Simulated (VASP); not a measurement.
Write the native input for VASP 6.6.1 that does the following.

| Quantity | Value |
| --- | --- |
| Task | single point |
| Functional | LDA |
| Potentials or basis | VASP PAW LDA potentials, release 64 (Co, O) |
| Cutoff | 520 eV |
| k mesh | 11 × 11 × 11 |
| Occupations | fermi-dirac, width 0.05 eV |
| Spin | collinear spin, ferromagnetic start |
| Starting moments | [2.0, 0.0] μB |
| Dipole correction | no |
| Further INCAR settings | ALGO = Normal; EDIFF = 1e-06; NBANDS = 18 |

The structure of CoO lies in POSCAR:

```
CoO
1.0
    0.0000000000      2.0389512353      2.0389512353
    2.0389512353      0.0000000000      2.0389512353
    2.0389512353      2.0389512353      0.0000000000
Co O
1 1
Direct
    0.0000000000      0.0000000000      0.0000000000
    0.5000000000      0.5000000000      0.5000000000
```

One way to write it, as run:

INCAR

```
PREC = Accurate
ENCUT = 520
EDIFF = 1E-6
ISMEAR = -1
SIGMA = 0.05
LREAL = F
LASPH = T
NELM = 150
ALGO = Normal
ISIF = 2
LWAVE = F
LCHARG = F
ISPIN = 2
MAGMOM = 2 0
LORBIT = 11
LMAXMIX = 4
NBANDS = 18
```

KPOINTS

```
regular mesh
0
Gamma
  11 11 11
```

Potentials or basis: VASP PAW LDA potentials, release 64 (Co, O).

The run is started by

```sh
$ cat potpaw_LDA.64/Co/POTCAR potpaw_LDA.64/O/POTCAR > POTCAR
$ mpirun -np 1 vasp_std > vasp.out
```

Results of the run:

The pressure is -1.9 GPa, the net moment is 2.04 μB per cell and the site moments are Co +1.83; O +0.17 μB. The valence electrons inside the program's atomic spheres are Co 8.12; O 4.98.

Caveat: a cell with one magnetic atom can't hold antiferromagnetic order, which such compounds often take.

Wall time 19 s on 1 thread of Intel(R) Xeon(R) Platinum 8488C (Sapphire Rapids) (shared host), peak memory 0.15 GiB.
